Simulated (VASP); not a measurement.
# Na5FeSO2 (P4/mmm) in VASP: density of states with PBEsol

Aim: the density of states of Na5FeSO2 with PBEsol.

All numbers are computed with VASP 6.6.1; they aren't measurements. Logs are shortened: lines on timing, memory, paths and dates and some standing lists are left out, and cuts for length are marked.

## (1) The cell of the first run

It takes space group P4/mmm (No. 123, tetragonal). The conventional cell has a = 4.631 Å, b = 4.631 Å, c = 8.113 Å, α = 90.00°, β = 90.00°, γ = 90.00°. Within 3.0 Å of Na (site symmetry 4/mmm) lie 2 O at 2.28 Å. Within 3.1 Å of Na (site symmetry 2mm) lie 2 O at 2.33 Å and 2 Na at 3.05 Å and 2 S at 3.05 Å. S (site symmetry 4/mmm) has 12 Na at 3.05 to 3.27 Å and 8 O at 3.99 Å within 4.0 Å. Within 2.4 Å of Fe (site symmetry 4/mmm) lie 2 O at 1.77 Å. O (site symmetry 4mm) has 1 Fe at 1.77 Å and 5 Na at 2.28 to 2.33 Å within 2.4 Å.

## (2) Density of states, PBEsol

The input, POSCAR:

```
Na5FeSO2
1.0
    4.6307636500      0.0000000000      0.0000000000
    0.0000000000      4.6307636500      0.0000000000
    0.0000000000      0.0000000000      8.1134301500
Na S Fe O
5 1 1 2
Direct
    0.0000000000      0.0000000000      0.5000000000
    0.0000000000      0.5000000000      0.2558000000
    0.5000000000      0.0000000000      0.2558000000
    0.0000000000      0.5000000000      0.7442000000
    0.5000000000      0.0000000000      0.7442000000
    0.5000000000      0.5000000000      0.5000000000
    0.0000000000      0.0000000000      0.0000000000
    0.0000000000      0.0000000000      0.2187000000
    0.0000000000      0.0000000000      0.7813000000
```

The input, INCAR.step1:

```
SYSTEM = Na5FeSO2
PREC     = Accurate       ! precision mode
ENCUT    = 520            ! plane-wave cutoff, eV
EDIFF    = 1E-6           ! SCF threshold, eV
ISMEAR   = -1             ! smearing method
SIGMA    = 0.1            ! smearing width, eV
LREAL    = .FALSE.        ! projectors in reciprocal space
LASPH    = .TRUE.         ! aspherical terms in the spheres
NELM     = 100            ! most SCF steps
ALGO     = Normal         ! electronic algorithm
ISIF     = 2              ! what is computed and relaxed
LWAVE    = .FALSE.        ! write WAVECAR
LCHARG   = .TRUE.         ! write CHGCAR
LMAXMIX  = 4              ! l up to which the mixer works
GGA      = PS             ! functional
NBANDS   = 40             ! bands
```

The input, KPOINTS.step1:

```
regular mesh
0
G
  7 7 4
  0 0 0
```

The input, INCAR.step2:

```
SYSTEM = Na5FeSO2
PREC     = Accurate       ! precision mode
ENCUT    = 520            ! plane-wave cutoff, eV
EDIFF    = 1E-6           ! SCF threshold, eV
ISMEAR   = -5             ! smearing method
SIGMA    = 0.1            ! smearing width, eV
LREAL    = .FALSE.        ! projectors in reciprocal space
LASPH    = .TRUE.         ! aspherical terms in the spheres
NELM     = 100            ! most SCF steps
ALGO     = Normal         ! electronic algorithm
ISIF     = 2              ! what is computed and relaxed
LWAVE    = .FALSE.        ! write WAVECAR
LCHARG   = .FALSE.        ! write CHGCAR
LMAXMIX  = 4              ! l up to which the mixer works
GGA      = PS             ! functional
LORBIT   = 11             ! projections on sites
NBANDS   = 40             ! bands
NEDOS    = 1001           ! points of the DOS
ICHARG   = 11             ! starting density
```

The input, KPOINTS.step2:

```
regular mesh
0
G
  11 11 6
  0 0 0
```

Potentials or basis: VASP PAW PBE potentials, release 64 (Na_pv, S, Fe, O).

Command:

```bash
$ cat potpaw_PBE.64/Na_pv/POTCAR potpaw_PBE.64/S/POTCAR potpaw_PBE.64/Fe/POTCAR potpaw_PBE.64/O/POTCAR > POTCAR
$ cp INCAR.step1 INCAR
$ cp KPOINTS.step1 KPOINTS
$ mpirun -np 1 vasp_std > vasp.out
$ cp INCAR.step2 INCAR
$ cp KPOINTS.step2 KPOINTS
$ mpirun -np 1 vasp_std > vasp.out
```

OUTCAR:

```text
SYSTEM = Na5FeSO2
   PREC = Accurate
   ENCUT = 520
   EDIFF = 1E-6
   ISMEAR = -5
   LREAL = .FALSE.
   LASPH = .TRUE.
   NELM = 100
   ISIF = 2
   GGA = PS
   LORBIT = 11
   ICHARG = 11

 ion  position               nearest neighbor table
   1  0.000  0.000  0.500-   8 2.28   9 2.28
   2  0.000  0.500  0.256-   8 2.33   8 2.33
   3  0.500  0.000  0.256-   8 2.33   8 2.33
   4  0.000  0.500  0.744-   9 2.33   9 2.33
   5  0.500  0.000  0.744-   9 2.33   9 2.33
   6  0.500  0.500  0.500-
   7  0.000  0.000  0.000-   8 1.77   9 1.77
   8  0.000  0.000  0.219-   7 1.77   1 2.28   3 2.33   2 2.33   2 2.33   3 2.33
   9  0.000  0.000  0.781-   7 1.77   1 2.28   5 2.33   4 2.33   4 2.33   5 2.33

  LATTYP: Found a simple tetragonal cell.
 ALAT       =     4.6307636500
 C/A-ratio  =     1.7520717452

  Lattice vectors:

 A1 = (   4.6307636500,   0.0000000000,   0.0000000000)
 A2 = (   0.0000000000,   4.6307636500,   0.0000000000)
 A3 = (   0.0000000000,   0.0000000000,   8.1134301500)

Analysis of symmetry for initial positions (statically):
=====================================================================
 Subroutine PRICEL returns:
 Original cell was already a primitive cell.

 Routine SETGRP: Setting up the symmetry group for a
 simple tetragonal supercell.

 Subroutine GETGRP returns: Found 16 space group operations
 (whereof 16 operations were pure point group operations)
 out of a pool of 16 trial point group operations.

The static configuration has the point symmetry D_4h.

Analysis of symmetry for dynamics (positions and initial velocities):
=====================================================================
 Subroutine PRICEL returns:
 Original cell was already a primitive cell.

 Routine SETGRP: Setting up the symmetry group for a
 simple tetragonal supercell.

 Subroutine GETGRP returns: Found 16 space group operations
 (whereof 16 operations were pure point group operations)
 out of a pool of 16 trial point group operations.

The dynamic configuration has the point symmetry D_4h.

 Subroutine INISYM returns: Found 16 space group operations
 (whereof 16 operations are pure point group operations),
 and found     1 'primitive' translations

----------------------------------------------------------------------------------------

                                     Primitive cell

  volume of cell :     173.9842

  direct lattice vectors                    reciprocal lattice vectors
     4.630763650  0.000000000  0.000000000     0.215947104  0.000000000  0.000000000
     0.000000000  4.630763650  0.000000000     0.000000000  0.215947104  0.000000000
     0.000000000  0.000000000  8.113430150     0.000000000  0.000000000  0.123252432

  length of vectors
     4.630763650  4.630763650  8.113430150     0.215947104  0.215947104  0.123252432

  position of ions in fractional coordinates (direct lattice)
     0.000000000  0.000000000  0.500000000
     0.000000000  0.500000000  0.255800000
     0.500000000  0.000000000  0.255800000
     0.000000000  0.500000000  0.744200000
     0.500000000  0.000000000  0.744200000
     0.500000000  0.500000000  0.500000000
     0.000000000  0.000000000  0.000000000
     0.000000000  0.000000000  0.218700000
     0.000000000  0.000000000  0.781300000

  ion indices of the primitive-cell ions
   primitive index   ion index
                 1           1
                 2           2
                 3           3
                 4           4
                 5           5
                 6           6
                 7           7
                 8           8
                 9           9

----------------------------------------------------------------------------------------

 KPOINTS: regular mesh

Automatic generation of k-mesh.
 Grid dimensions read from file:
 generate k-points for:   11   11    6

 Generating k-lattice:

  Cartesian coordinates                     Fractional coordinates (reciprocal lattice)
     0.019631555  0.000000000  0.000000000     0.090909091  0.000000000  0.000000000
     0.000000000  0.019631555  0.000000000     0.000000000  0.090909091  0.000000000
     0.000000000  0.000000000  0.020542072     0.000000000  0.000000000  0.166666667

  Length of vectors
     0.019631555  0.019631555  0.020542072

  Shift w.r.t. Gamma in fractional coordinates (k-lattice)
     0.000000000  0.000000000  0.000000000

 TETIRR: Found   1083 inequivalent tetrahedra from     4356

 Subroutine IBZKPT returns following result:
 ===========================================

 Found     84 irreducible k-points:

 Following reciprocal coordinates:
            Coordinates               Weight
  0.000000  0.000000  0.000000      1.000000
  0.090909  0.000000  0.000000      4.000000
  0.181818  0.000000  0.000000      4.000000
  0.272727  0.000000  0.000000      4.000000
  0.363636  0.000000  0.000000      4.000000
  0.454545  0.000000  0.000000      4.000000
[... 16 lines left out ...]
  0.090909  0.000000  0.166667      8.000000
  0.181818  0.000000  0.166667      8.000000
 [... further k-points ...]
   k-points           NKPTS =     84   k-points in BZ     NKDIM =     84   number of bands    NBANDS=     40
   number of dos      NEDOS =   1001   number of ions     NIONS =      9
   total plane-waves  NPLWV =  77760
   dimension x,y,z NGX =    36 NGY =   36 NGZ =   60
   dimension x,y,z NGXF=    72 NGYF=   72 NGZF=  120
   ions per type =               5   1   1   2
   NGX,Y,Z   is equivalent  to a cutoff of  12.92, 12.92, 12.29 a.u.
   NGXF,Y,Z  is equivalent  to a cutoff of  25.85, 25.85, 24.59 a.u.
 SYSTEM =  Na5FeSO2
   PREC   = accura    normal or accurate (medium, high low for compatibility)
   ISTART =      0    job   : 0-new  1-cont  2-samecut
   ICHARG =     11    charge: 1-file 2-atom 10-const
   ISPIN  =      1    spin polarized calculation?
   LNONCOLLINEAR =      F non collinear calculations
   LSORBIT =      F    spin-orbit coupling
   LASPH  =      T    aspherical Exc in radial PAW
   ENCUT  =  520.0 eV  38.22 Ry    6.18 a.u.   8.61  8.61 15.09*2*pi/ulx,y,z
   NELM   =    100;   NELMIN=  2; NELMDL=  0     # of ELM steps
   EDIFF  = 0.1E-05   stopping-criterion for ELM
   LREAL  =      F    real-space projection
   EDIFFG = 0.1E-04   stopping-criterion for IOM
   NSW    =      0    number of steps for IOM
   IBRION =     -1    ionic relax: 0-MD 1-quasi-New 2-CG
   NFREE  =      0    steps in history (QN), initial steepest desc. (CG)
   ISIF   =      2    stress and relaxation
   ISYM   =      2    0-nonsym 1-usesym 2-fastsym
   POTIM  = 0.5000    time-step for ionic-motion
   TEBEG  =    0.0;   TEEND  =   0.0 temperature during run
   PSTRESS=    0.0 pullay stress
   NELECT =      61.0000    total number of electrons
   NUPDOWN=      -1.0000    fix difference up-down
   EMIN   =  10.00;   EMAX   =-10.00  energy-range for DOS
   EFERMI =   0.00;   METHOD = LEGACY
   ISMEAR =    -5;   SIGMA  =   0.10  broadening in eV -4-tet -1-fermi 0-gaus
   EFERMI_NEDOS =   21; number of points for ismear=-14 and -15
   IALGO  =     38    algorithm
   IMIX   =      4    mixing-type and parameters
     AMIX     =   0.40;   BMIX     =  1.00
     AMIX_MAG =   1.60;   BMIX_MAG =  1.00
  volume/ion in A,a.u.               =      19.33       130.46
  Fermi-wavevector in a.u.,A,eV,Ry     =   1.154378  2.181459 18.130981  1.332590
  Thomas-Fermi vector in A             =   2.291015
   LORBIT       =     11    0 simple, 1 ext, 2 COOP (PROOUT), +10 PAW based schemes
   GGA     = PS    functional components
   LHFCALC =     F    Hartree Fock is set to
   AEXX    =    0.0000 exact exchange contribution
   IVDW    =     0    specifies the selected vdW correction
   LEPSILON=     F    determine dielectric tensor
   LRPA    =     F    only Hartree local field effects (RPA)
 non-spin polarized calculation
 Fermi weights with tetrahedron method with Bloechl corrections
  energy-cutoff  :      520.00
  volume of cell :      173.98
 maximum number of plane-waves:      4735
 NGX is ok and might be reduce to    36

 number of electron      61.0000047 magnetization

 Free energy of the ion-electron system (eV)
  ---------------------------------------------------
  ext. energy  EPLUGINS =         0.00000000
  ---------------------------------------------------
  free energy    TOTEN  =       -38.75898540 eV

  energy without entropy =      -38.75898540  energy(sigma->0) =      -38.75898540

 E-fermi :   1.9890     XC(G=0):  -8.3500

 val. band max:        1.9888021035   @ k =   0.3636   0.2727   0.1667
 cond. band min:       1.9879181136   @ k =   0.3636   0.3636   0.1667
 fundamental gap:     -0.0008839898
 Fermi energy:         1.9889765215

 k-point     1 :       0.0000    0.0000    0.0000
  band No.  band energies     occupation
      1     -22.5645      2.00000
      2     -22.5645      2.00000
      3     -22.4922      2.00000
      4     -22.1087      2.00000
      5     -22.1087      2.00000
      6     -22.1078      2.00000
[... 32 lines left out ...]
     39       7.4461      0.00000
     40       8.4027      0.00000

 k-point     2 :       0.0909    0.0000    0.0000
  band No.  band energies     occupation
      1     -22.5647      2.00000
      2     -22.5644      2.00000
      3     -22.4930      2.00000
      4     -22.1081      2.00000
      5     -22.1077      2.00000
      6     -22.1075      2.00000
[... 32 lines left out ...]
     39       7.4152      0.00000
     40       8.1181      0.00000

 k-point     3 :       0.1818    0.0000    0.0000
  band No.  band energies     occupation
      1     -22.5654      2.00000
      2     -22.5643      2.00000
      3     -22.4953      2.00000
      4     -22.1065      2.00000
      5     -22.1063      2.00000
      6     -22.1050      2.00000
[... 853 lines left out ...]
  band No.  band energies     occupation
      1     -22.5647      2.00000
      2     -22.5644      2.00000
      3     -22.4931      2.00000
      4     -22.1082      2.00000
      5     -22.1078      2.00000
      6     -22.1074      2.00000
[... 32 lines left out ...]
     39       7.7166      0.00000
     40       8.1990      0.00000

 k-point    24 :       0.1818    0.0000    0.1667
  band No.  band energies     occupation
      1     -22.5654      2.00000
      2     -22.5643      2.00000
      3     -22.4954      2.00000
      4     -22.1066      2.00000
      5     -22.1062      2.00000
      6     -22.1051      2.00000
[... 32 lines left out ...]
     39       7.5172      0.00000
     40       7.8767      0.00000

 [... further k-points ...]
[... 5 lines left out ...]
  --------------------------------------------------------------------------------------
  -------------------------------------------------------------------------------------
  Total       -1.0802477     -1.0802477     -7.0887752      0.0000000     -0.0000000     -0.0000000
  in kB       -9.9477351     -9.9477351    -65.2787840      0.0000000     -0.0000000     -0.0000000
  external PRESSURE =     -28.3914181 kB  Pullay stress =       0.0000000 kB

 VOLUME and BASIS-vectors are now :
 -----------------------------------------------------------------------------
  energy-cutoff  :      520.00
  volume of cell :      173.98
      direct lattice vectors                 reciprocal lattice vectors
     4.630763650  0.000000000  0.000000000     0.215947104  0.000000000  0.000000000
     0.000000000  4.630763650  0.000000000     0.000000000  0.215947104  0.000000000
     0.000000000  0.000000000  8.113430150     0.000000000  0.000000000  0.123252432

 POSITION                                       TOTAL-FORCE (eV/Angst)
 -----------------------------------------------------------------------------------
      0.00000      0.00000      4.05672        -0.000000      0.000000      0.000000
      0.00000      2.31538      2.07542        -0.000000     -0.000000     -0.260592
      2.31538      0.00000      2.07542         0.000000     -0.000000     -0.260592
      0.00000      2.31538      6.03801         0.000000      0.000000      0.260592
      2.31538      0.00000      6.03801        -0.000000      0.000000      0.260592
      2.31538      2.31538      4.05672        -0.000000      0.000000      0.000000
      0.00000      0.00000      0.00000        -0.000000      0.000000      0.000000
      0.00000      0.00000      1.77441        -0.000000      0.000000     -1.313607
      0.00000      0.00000      6.33902        -0.000000     -0.000000      1.313607
 -----------------------------------------------------------------------------------
    total drift:                                0.000000     -0.000000     -0.000000

  FREE ENERGIE OF THE ION-ELECTRON SYSTEM (eV)
  ---------------------------------------------------
  free  energy   TOTEN  =       -38.7589853964 eV

  energy  without entropy=      -38.7589853964  energy(sigma->0) =      -38.75898540

 total charge

# of ion       s       p       d       tot
------------------------------------------
    1        0.061   5.993   0.000   6.054
    2        0.063   5.991   0.000   6.054
    3        0.063   5.991   0.000   6.054
    4        0.063   5.991   0.000   6.054
    5        0.063   5.991   0.000   6.054
    6        1.310   2.359   0.000   3.669
    7        0.519   0.463   6.353   7.335
    8        1.556   3.379   0.000   4.935
    9        1.556   3.379   0.000   4.935
--------------------------------------------------
tot          5.254  39.537   6.353  51.144
```

It took 8.3 min on 1 thread of Intel Xeon Platinum 8259CL at 2.50GHz (Skylake/Cascade Lake), shared host; peak memory 0.62 GiB.

What came out:

- Valence electrons inside the program's atomic spheres: Na 6.05; S 3.67; Fe 7.33; O 4.93

Caveat: the PAW data sets were made with another functional, which shifts forces and pressure a little; an odd number of electrons without spin polarisation forces a metal; a magnetic or distorted state may lie lower; the run has no spin polarisation, though such a crystal can be magnetic; tetrahedron occupations give inexact forces and stress in metals. Spin polarisation is off, so any magnetic state and its effect on volume and gap are missing.
